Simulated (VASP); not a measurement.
# Pd (Fm-3m) in VASP: notebook, part 2 of 2

VASP 6.6.1. The steps go on from the part before.

**3. Relaxation of cell and atoms, PBE, target pressure 2 GPa, at which the enthalpy is minimised**

This run uses another cell than the first one, of 14.75 Å³/atom, 0.974 times its volume.

Input file INCAR:

```
ALGO = Fast ; EDIFF = 1E-6
EDIFFG = -0.01 ; ENCUT = 600
GGA = PE ; IBRION = 2
ISIF = 3 ; ISMEAR = -1
LASPH = True ; LCHARG = False
LREAL = False ; LWAVE = False
NELM = 60 ; NSW = 60
PREC = Accurate ; PSTRESS = 20.0
SIGMA = 0.05
```

Input file KPOINTS:

```
k-points
0
Gamma
  12 12 12
```

Input file POSCAR:

```
Pd
1.0
    0.0000000000      1.9465000000      1.9465000000
    1.9465000000      0.0000000000      1.9465000000
    1.9465000000      1.9465000000      0.0000000000
Pd
1
Direct
    0.0000000000      0.0000000000      0.0000000000
```

Potentials or basis: VASP PAW PBE potentials, release 64 (Pd).

On the command line:

```console
> cat potpaw_PBE.64/Pd/POTCAR > POTCAR
> mpirun -np 1 vasp_std > vasp.out
```

OUTCAR:

```text
EDIFF = 1E-6
   EDIFFG = -0.01
   ENCUT = 600
   GGA = PE
   IBRION = 2
   ISIF = 3
   ISMEAR = -1
   LASPH = True
   LREAL = False
   NELM = 60
   NSW = 60
   PREC = Accurate
   PSTRESS = 20.0

 ion  position               nearest neighbor table
   1  0.000  0.000  0.000-

  LATTYP: Found a face centered cubic cell.
 ALAT       =     3.8930000000

  Lattice vectors:

 A1 = (   0.0000000000,   1.9465000000,   1.9465000000)
 A2 = (   1.9465000000,   0.0000000000,   1.9465000000)
 A3 = (   1.9465000000,   1.9465000000,   0.0000000000)

Analysis of symmetry for initial positions (statically):
[... 33 lines left out ...]
                                     Primitive cell

  volume of cell :      14.7500

  direct lattice vectors                    reciprocal lattice vectors
[... 216 lines left out ...]
  ---------------------------------------------------
  free energy    TOTEN  =        -5.22915418 eV

  energy without entropy =       -5.20902713  energy(sigma->0) =       -5.21909066

 E-fermi :   9.3526     XC(G=0): -13.0375

 val. band max:        9.3470624862   @ k =  -0.4167   0.4167   0.1667
 cond. band min:       9.3527849105   @ k =  -0.3333   0.4167   0.0833
 fundamental gap:      0.0057224243
 Fermi energy:         9.3525928933

 k-point     1 :       0.0000    0.0000    0.0000
  band No.  band energies     occupation
      1       2.4281      2.00000
      2       6.6418      2.00000
      3       6.6418      2.00000
      4       6.6418      2.00000
      5       8.1903      2.00000
      6       8.1903      2.00000
      7      26.5619      0.00000
      8      31.2038      0.00000
      9      31.2038      0.00000
[... 265 lines left out ...]
 k-point    24 :      -0.4167    0.1667    0.0000
  band No.  band energies     occupation
      1       4.8586      2.00000
      2       6.1903      2.00000
      3       7.1162      2.00000
      4       7.5282      2.00000
      5       9.1286      1.97759
      6      12.9530      0.00000
      7      16.7965      0.00000
      8      25.0474      0.00000
      9      28.0943      0.00000

 [... further k-points ...]
[... 5 lines left out ...]
  --------------------------------------------------------------------------------------
  -------------------------------------------------------------------------------------
  Total        0.1859744      0.1859744      0.1859744      0.0000000      0.0000000     -0.0000000
  in kB       19.7227333     19.7227333     19.7227333      0.0000000      0.0000000     -0.0000000
  external PRESSURE =      -0.2772667 kB  Pullay stress =      20.0000000 kB
[... 20 lines left out ...]
  energy  without entropy=       -5.2090271323  energy(sigma->0) =       -5.21909066

  enthalpy is  TOTEN    =        -5.0405652947 eV   P V=        0.1885888856

 reached required accuracy - stopping structural energy minimisation
```

OSZICAR:

```text
N       E                     dE             d eps       ncg     rms          rms(c)
DAV:   1     0.443816355872E+02    0.44382E+02   -0.57471E+03  1304   0.117E+03
DAV:   2    -0.509930781550E+01   -0.49481E+02   -0.47887E+02  1404   0.209E+02
DAV:   3    -0.550323118899E+01   -0.40392E+00   -0.39727E+00  1526   0.222E+01
[... 23 lines left out ...]
RMM:   3    -0.522884750019E+01    0.41012E-03   -0.59262E-03  1296   0.901E-01    0.372E-01
RMM:   4    -0.522916183351E+01   -0.31433E-03   -0.20247E-03  1296   0.518E-01    0.511E-02
RMM:   5    -0.522915189666E+01    0.99368E-05   -0.11307E-04  1299   0.111E-01    0.226E-02
RMM:   6    -0.522915615950E+01   -0.42628E-05   -0.27941E-05  1285   0.457E-02    0.146E-02
RMM:   7    -0.522915394089E+01    0.22186E-05   -0.84263E-06  1281   0.288E-02    0.278E-03
RMM:   8    -0.522915418028E+01   -0.23939E-06   -0.21543E-06   984   0.123E-02
   3 F= -.50405653E+01 E0= -.50305018E+01  d E =-.491807E-02
```

CONTCAR:

```text
Pd
   1.00000000000000
     0.0000000000000000    1.9621049274336628    1.9621049274336628
     1.9621049274336628    0.0000000000000000    1.9621049274336628
     1.9621049274336628    1.9621049274336628    0.0000000000000000
  Pd
     1
Direct
     0.0000000000000000    0.0000000000000000    0.0000000000000000

  0.00000000E+00  0.00000000E+00  0.00000000E+00
```

Run time: 20 s. Hardware: 1 thread of Intel Xeon 6975P-C, shared host; peak memory 0.15 GiB.

Results:

| Item | Value |
| --- | --- |
| Free energy | -5.2292 eV |
| Relaxed volume | 15.11 Å³/atom |
| Relaxed cell | a = 2.775 Å, b = 2.775 Å, c = 2.775 Å, α = 60.00°, β = 60.00°, γ = 60.00° |
| Space group after relaxing (to 0.05 Å) | Fm-3m (No. 225) |
| Energy change on relaxing (the enthalpy is what falls) | -9.4 meV/atom |
| Ionic steps | 3 |
| Pressure after relaxing | 2.0 GPa |
| Band gap on the k mesh | zero (band 5 reaches 9.65 eV, above the bottom of band 6 at 8.13 eV) |

Step by step:
```csv
step,energy change (eV),largest force (eV/Å),pressure (GPa),volume (Å³)
1,0.0000,0.0000,6.77,14.75
2,-0.0045,0.0000,-4.33,15.71
3,-0.0094,0.0000,1.97,15.11
```

Final structure:
```cif
data_structure
_symmetry_space_group_name_H-M 'P 1'
_symmetry_Int_Tables_number 1
_cell_length_a 2.7748
_cell_length_b 2.7748
_cell_length_c 2.7748
_cell_angle_alpha 60.000
_cell_angle_beta 60.000
_cell_angle_gamma 60.000
_cell_volume 15.11
loop_
_atom_site_label
_atom_site_type_symbol
_atom_site_fract_x
_atom_site_fract_y
_atom_site_fract_z
_atom_site_occupancy
Pd1 Pd 0.00000 0.00000 0.00000 1
```

Levels at points of the mesh, in eV from the Fermi level:
```csv
k point,band 2,band 3,band 4,band 5,band 6,band 7,band 8,band 9
"(0.00, 0.00, 0.00)",-2.71,-2.71,-2.71,-1.16,-1.16,17.21,21.85,21.85
"(0.50, 0.00, 0.00)",-2.75,-2.75,-0.01,-0.01,1.10,7.16,16.56,20.90
"(0.50, 0.50, 0.00)",-4.89,-0.04,0.29,0.29,3.38,10.55,13.11,13.11
```

Caveat: the cell is relaxed towards a set pressure, so the enthalpy falls and the energy may rise.

**4. Relaxation of cell and atoms, PBE, target pressure 5 GPa, at which the enthalpy is minimised**

This run uses another cell than the first one, of 14.75 Å³/atom, 0.974 times its volume.

Input file INCAR:

```
SYSTEM = Pd
  ALGO = Normal
  EDIFF = 1E-6
  EDIFFG = -0.01
  ENCUT = 600
  GGA = PE
  IBRION = 2
  ISIF = 3
  ISMEAR = -1
  LASPH = .TRUE.
  LCHARG = .FALSE.
  LREAL = .FALSE.
  LWAVE = .FALSE.
  NELM = 100
  NSW = 60
  PREC = Accurate
  PSTRESS = 50.0
  SIGMA = 0.05
```

Input file KPOINTS:

```
k-points
0
G
  12 12 12
  0 0 0
```

POSCAR is that of step 3.

Potentials or basis: VASP PAW PBE potentials, release 64 (Pd).

On the command line:

```console
> cat potpaw_PBE.64/Pd/POTCAR > POTCAR
> mpirun -np 1 vasp_std > vasp.out
```

OUTCAR:

```text
SYSTEM = Pd
   EDIFF = 1E-6
   EDIFFG = -0.01
   ENCUT = 600
   GGA = PE
   IBRION = 2
   ISIF = 3
   ISMEAR = -1
   LASPH = .TRUE.
   LREAL = .FALSE.
   NELM = 100
   NSW = 60
   PREC = Accurate
   PSTRESS = 50.0

 ion  position               nearest neighbor table
   1  0.000  0.000  0.000-

  LATTYP: Found a face centered cubic cell.
 ALAT       =     3.8930000000

  Lattice vectors:

 A1 = (   0.0000000000,   1.9465000000,   1.9465000000)
 A2 = (   1.9465000000,   0.0000000000,   1.9465000000)
 A3 = (   1.9465000000,   1.9465000000,   0.0000000000)

Analysis of symmetry for initial positions (statically):
=====================================================================
 Subroutine PRICEL returns:
 Original cell was already a primitive cell.

 Routine SETGRP: Setting up the symmetry group for a
 face centered cubic supercell.

 Subroutine GETGRP returns: Found 48 space group operations
 (whereof 48 operations were pure point group operations)
 out of a pool of 48 trial point group operations.

The static configuration has the point symmetry O_h .

Analysis of symmetry for dynamics (positions and initial velocities):
=====================================================================
 Subroutine PRICEL returns:
 Original cell was already a primitive cell.

 Routine SETGRP: Setting up the symmetry group for a
 face centered cubic supercell.

 Subroutine GETGRP returns: Found 48 space group operations
 (whereof 48 operations were pure point group operations)
 out of a pool of 48 trial point group operations.

The dynamic configuration has the point symmetry O_h .

 Subroutine INISYM returns: Found 48 space group operations
 (whereof 48 operations are pure point group operations),
 and found     1 'primitive' translations

----------------------------------------------------------------------------------------
[... 124 lines left out ...]
  energy-cutoff  :      600.00
  volume of cell :       14.75
 maximum number of plane-waves:       531
 NGX is ok and might be reduce to    24
   NGX = 11   NGY = 11   NGZ = 11

--------------------------------------- Ionic step        1  -------------------------------------------

 number of electron      10.0000000 magnetization

 number of electron       9.9999999 magnetization

 Free energy of the ion-electron system (eV)
  ---------------------------------------------------
  ext. energy  EPLUGINS =         0.00000000
  ---------------------------------------------------
  free energy    TOTEN  =        -5.21977227 eV

  energy without entropy =       -5.20015207  energy(sigma->0) =       -5.20996217

------------------------ aborting loop because EDIFF is reached ----------------------------------------

  FORCE on cell =-STRESS in cart. coord.  units (eV):
  Direction    XX          YY          ZZ          XY          YZ          ZX
  --------------------------------------------------------------------------------------
  -------------------------------------------------------------------------------------
  Total        0.6048536      0.6048536      0.6048536      0.0000000     -0.0000000      0.0000000
  in kB       65.7003396     65.7003396     65.7003396      0.0000000     -0.0000000      0.0000000
  external PRESSURE =      15.7003396 kB  Pullay stress =      50.0000000 kB
[... 61 lines left out ...]
--------------------------------------- Ionic step        3  -------------------------------------------

 number of electron       9.9999998 magnetization

 Free energy of the ion-electron system (eV)
  ---------------------------------------------------
  ext. energy  EPLUGINS =         0.00000000
  ---------------------------------------------------
  free energy    TOTEN  =        -5.22392286 eV

  energy without entropy =       -5.20413795  energy(sigma->0) =       -5.21403040

 E-fermi :   9.6196     XC(G=0): -13.1387

 val. band max:        9.6148038632   @ k =  -0.4167   0.4167   0.1667
 cond. band min:       9.6207848004   @ k =  -0.3333   0.4167   0.0833
 fundamental gap:      0.0059809372
 Fermi energy:         9.6195781262

 k-point     1 :       0.0000    0.0000    0.0000
  band No.  band energies     occupation
      1       2.5722      2.00000
      2       6.8370      2.00000
      3       6.8370      2.00000
      4       6.8370      2.00000
      5       8.4270      2.00000
      6       8.4270      2.00000
      7      26.8405      0.00000
      8      31.5747      0.00000
      9      31.5747      0.00000
[... 265 lines left out ...]
 k-point    24 :      -0.4167    0.1667    0.0000
  band No.  band energies     occupation
      1       5.0139      2.00000
      2       6.3705      2.00000
      3       7.3219      2.00000
      4       7.7411      2.00000
      5       9.3901      1.97987
      6      13.2516      0.00000
      7      17.1818      0.00000
      8      25.4322      0.00000
      9      28.4729      0.00000

 [... further k-points ...]

------------------------ aborting loop because EDIFF is reached ----------------------------------------

  FORCE on cell =-STRESS in cart. coord.  units (eV):
  Direction    XX          YY          ZZ          XY          YZ          ZX
  --------------------------------------------------------------------------------------
  -------------------------------------------------------------------------------------
  Total        0.4615169      0.4615169      0.4615169      0.0000000      0.0000000      0.0000000
  in kB       49.7419838     49.7419838     49.7419838      0.0000000      0.0000000      0.0000000
  external PRESSURE =      -0.2580162 kB  Pullay stress =      50.0000000 kB
[... 20 lines left out ...]
  energy  without entropy=       -5.2041379480  energy(sigma->0) =       -5.21403040

  enthalpy is  TOTEN    =        -4.7600120180 eV   P V=        0.4639108404

 reached required accuracy - stopping structural energy minimisation
```

OSZICAR:

```text
N       E                     dE             d eps       ncg     rms          rms(c)
DAV:   1     0.443816355872E+02    0.44382E+02   -0.57471E+03  1304   0.117E+03
DAV:   2    -0.509930781550E+01   -0.49481E+02   -0.47887E+02  1404   0.209E+02
[... 18 lines left out ...]
   2 F= -.47584862E+01 E0= -.47484562E+01  d E =0.973691E-03
       N       E                     dE             d eps       ncg     rms          rms(c)
DAV:   1    -0.524630688171E+01   -0.17812E-01   -0.42834E-01  1311   0.739E+00    0.101E+00
DAV:   2    -0.522394242535E+01    0.22364E-01   -0.11114E-01  1306   0.309E+00    0.234E-01
DAV:   3    -0.522387865137E+01    0.63774E-04   -0.47280E-04  1446   0.179E-01    0.144E-01
DAV:   4    -0.522392357666E+01   -0.44925E-04   -0.25471E-04  1444   0.147E-01    0.126E-02
DAV:   5    -0.522392285844E+01    0.71822E-06   -0.35037E-06  1353   0.186E-02
   3 F= -.47600120E+01 E0= -.47501196E+01  d E =-.552111E-03
```

CONTCAR:

```text
Pd
   1.00000000000000
     0.0000000000000000    1.9515590702133956    1.9515590702133956
     1.9515590702133956   -0.0000000000000000    1.9515590702133956
     1.9515590702133956    1.9515590702133956    0.0000000000000000
  Pd
     1
Direct
     0.0000000000000000    0.0000000000000000    0.0000000000000000

  0.00000000E+00  0.00000000E+00  0.00000000E+00
```

Wall time 11 s (1 thread of Intel Xeon 6975P-C, shared host); peak memory 0.15 GiB.

Results:

* Free energy: -5.2239 eV
* Relaxed volume: 14.87 Å³/atom
* Relaxed cell: a = 2.760 Å, b = 2.760 Å, c = 2.760 Å, α = 60.00°, β = 60.00°, γ = 60.00°
* Space group after relaxing (to 0.05 Å): Fm-3m (No. 225)
* Energy change on relaxing (the enthalpy is what falls): -4.2 meV/atom
* Ionic steps: 3
* Pressure after relaxing: 5.0 GPa
* Band gap on the k mesh: zero (band 5 reaches 9.93 eV, above the bottom of band 6 at 8.36 eV)

The path:
```tsv
step	energy change (eV)	largest force (eV/Å)	pressure (GPa)	volume (Å³)
1	0.0000	0.0000	6.57	14.75
2	-0.0087	0.0000	2.54	15.06
3	-0.0042	0.0000	4.97	14.87
```

Final structure:
```
Pd
1.0
     0.00000    1.95156    1.95156
     1.95156    0.00000    1.95156
     1.95156    1.95156    0.00000
Pd
1
Direct
  0.00000 0.00000 0.00000
```

Levels at points of the mesh, in eV from the Fermi level:
```tsv
k point	band 3	band 4	band 5	band 6	band 7	band 8
(0.00, 0.00, 0.00)	-2.78	-2.78	-1.19	-1.19	17.22	21.96
(0.50, 0.00, 0.00)	-2.83	-0.01	-0.01	1.06	7.29	16.58
(0.50, 0.50, 0.00)	-0.03	0.30	0.30	3.38	10.72	13.20
```

Caveat: the cell is relaxed towards a set pressure, so the enthalpy falls and the energy may rise. Zero-point motion and thermal expansion aren't in these numbers.

**5. Relaxation of cell and atoms, PBE, target pressure 10 GPa, at which the enthalpy is minimised**

This run uses another cell than the first one, of 14.75 Å³/atom, 0.974 times its volume.

Input file INCAR:

```
SYSTEM = Pd
ALGO = Normal ; EDIFF = 1E-6
EDIFFG = -0.01 ; ENCUT = 600
GGA = PE ; IBRION = 2
ISIF = 3 ; ISMEAR = -1
LASPH = .True. ; LCHARG = .False.
LREAL = .False. ; LWAVE = .False.
NELM = 60 ; NSW = 60
PREC = Accurate ; PSTRESS = 100.0
SIGMA = 0.05
```

Input file KPOINTS:

```
k-points
0
Gamma
  12 12 12
  0 0 0
```

POSCAR is that of step 4.

On the command line:

```console
> cat potpaw_PBE.64/Pd/POTCAR > POTCAR
> mpirun -np 1 vasp_std > vasp.out
```

It took 17 s on 1 thread of Intel Xeon 6975P-C, shared host; peak memory 0.16 GiB.

The run converged. Its results:

- Free energy: -5.2076 eV
- Relaxed volume: 14.51 Å³/atom
- Relaxed cell: a = 2.738 Å, b = 2.738 Å, c = 2.738 Å, α = 60.00°, β = 60.00°, γ = 60.00°
- Space group after relaxing (to 0.05 Å): Fm-3m (No. 225)
- Energy change on relaxing (the enthalpy is what falls): +12.2 meV/atom
- Ionic steps: 3
- Pressure after relaxing: 10.0 GPa
- Band gap on the k mesh: zero (band 5 reaches 10.35 eV, above the bottom of band 6 at 8.72 eV)

The path:
```csv
step,energy change (eV),largest force (eV/Å),pressure (GPa),volume (Å³)
1,0.0000,0.0000,6.57,14.75
2,0.0480,0.0000,17.14,14.09
3,0.0122,0.0000,9.99,14.51
```

Final structure:
```cif
data_structure
_symmetry_space_group_name_H-M 'P 1'
_symmetry_Int_Tables_number 1
_cell_length_a 2.7379
_cell_length_b 2.7379
_cell_length_c 2.7379
_cell_angle_alpha 60.000
_cell_angle_beta 60.000
_cell_angle_gamma 60.000
_cell_volume 14.51
loop_
_atom_site_label
_atom_site_type_symbol
_atom_site_fract_x
_atom_site_fract_y
_atom_site_fract_z
_atom_site_occupancy
Pd1 Pd 0.00000 0.00000 0.00000 1
```

Levels at points of the mesh, in eV from the Fermi level:
```tsv
k point	band 2	band 3	band 4	band 5	band 6	band 7	band 8	band 9
(0.00, 0.00, 0.00)	-2.89	-2.89	-2.89	-1.24	-1.24	17.23	22.11	22.11
(0.50, 0.00, 0.00)	-2.94	-2.94	0.00	0.00	1.01	7.48	16.60	21.30
(0.50, 0.50, 0.00)	-5.21	-0.03	0.32	0.32	3.38	10.97	13.33	13.33
```

Caveat: the cell is relaxed towards a set pressure, so the enthalpy falls and the energy may rise.

**6. Summary**

| task | cell | cutoff (eV) | gap on the mesh (eV) | pressure (GPa) |
| --- | --- | --- | --- | --- |
| single point | a = 2.777 Å, angles 60.0°, 1 atom | 520 | none | 1.7 |
| relaxation of cell and atoms | relaxed to 2 GPa from a = 2.753 Å, angles 60.0°, 1 atom | 600 | none | 2.0 |
| relaxation of cell and atoms | relaxed to 5 GPa from a = 2.753 Å, angles 60.0°, 1 atom | 600 | none | 5.0 |
| relaxation of cell and atoms | relaxed to 10 GPa from a = 2.753 Å, angles 60.0°, 1 atom | 600 | none | 10.0 |

Alike in all rows: level PBE; potentials or basis VASP PAW PBE potentials, release 64 (Pd); no spin polarisation; k mesh 12 × 12 × 12; smearing fermi-dirac 0.05 eV.

Caveats: the cell is relaxed towards a set pressure, so the enthalpy falls and the energy may rise (some runs).

Total energies depend on the potentials used, so only differences within one code and one set of settings carry meaning.
